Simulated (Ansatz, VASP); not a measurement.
# Al2GaSb3: VASP beside Ansatz

The input INCAR:

```
ALGO = Normal
EDIFF = 1E-6
ENCUT = 520
GGA = PE
ISIF = 2
ISMEAR = 0
LASPH = True
LCHARG = False
LREAL = False
LWAVE = False
NBANDS = 26
NELM = 100
PREC = Accurate
SIGMA = 0.1
```

KPOINTS

```
k-points
0
Gamma
  6 6 6
```

The input POSCAR:

```
Al2GaSb3
1.0
   -2.1999589000      2.1999589000      9.3299394000
    2.1999589000     -2.1999589000      9.3299394000
    2.1999589000      2.1999589000     -9.3299394000
Al Ga Sb
2 1 3
Direct
    0.6664720000      0.6664720000      0.0000000000
    0.3335280000      0.3335280000      0.0000000000
    0.0000000000      0.0000000000      0.0000000000
    0.2500000000      0.7500000000      0.5000000000
    0.9167670000      0.4167670000      0.5000000000
    0.5832330000      0.0832330000      0.5000000000
```

Input for Ansatz:

```yaml
crystal:
  lattice:
    - [-2.1999589, 2.1999589, 9.3299394]
    - [2.1999589, -2.1999589, 9.3299394]
    - [2.1999589, 2.1999589, -9.3299394]
  atoms:
    - { symbol: Al, position: [0.666472, 0.666472, 0.0] }
    - { symbol: Al, position: [0.333528, 0.333528, 0.0] }
    - { symbol: Ga, position: [0.0, 0.0, 0.0] }
    - { symbol: Sb, position: [0.25, 0.75, 0.5] }
    - { symbol: Sb, position: [0.916767, 0.416767, 0.5] }
    - { symbol: Sb, position: [0.583233, 0.083233, 0.5] }
basis:
  ecutwfc: 420
kpoints:
  mp_grid: { grid: [6, 6, 6] }
hamiltonian:
  xc: pbe
scf:
  occupations: { method: gaussian, width: 0.1 }
  lower_state_search: "off"
output:
  forces: true
  stress: true
  eigenvalues: true
```

Alike in both runs: task single point; functional PBE; k mesh 6 × 6 × 6; occupations gaussian, width 0.1 eV; no spin polarisation.

|  | VASP | Ansatz |
| --- | --- | --- |
| version | VASP 6.6.1 | Ansatz 0.2.0 |
| potentials or method | VASP PAW PBE potentials, release 64 (Al, Ga_d, Sb), cutoff 520 eV | scalar-relativistic, plane waves, PAW |
| valence electrons in the cell | 34 | 64 |

VASP gave:

- gap on the k mesh at the Fermi level (eV): 0.60
- least direct gap on the mesh (eV): 0.60
- pressure (GPa): 0.1
- traceless stress, the component that is largest in VASP (GPa): -0.10
- rms of the force components (eV/Å): 0.003

Question: Which values does Ansatz return?

Answer: gap on the k mesh at the Fermi level (eV): 0.60; least direct gap on the mesh (eV): 0.60; pressure (GPa): 0.0; traceless stress, the component that is largest in VASP (GPa): -0.10; rms of the force components (eV/Å): 0.000.

Atom by atom the forces differ by 0.004 eV/Å (rms over components). VASP's potentials hold 34 valence electrons a cell and Ansatz's 64, so a difference there can come from the potentials and not from the codes.

Neither program's run includes spin-orbit coupling.
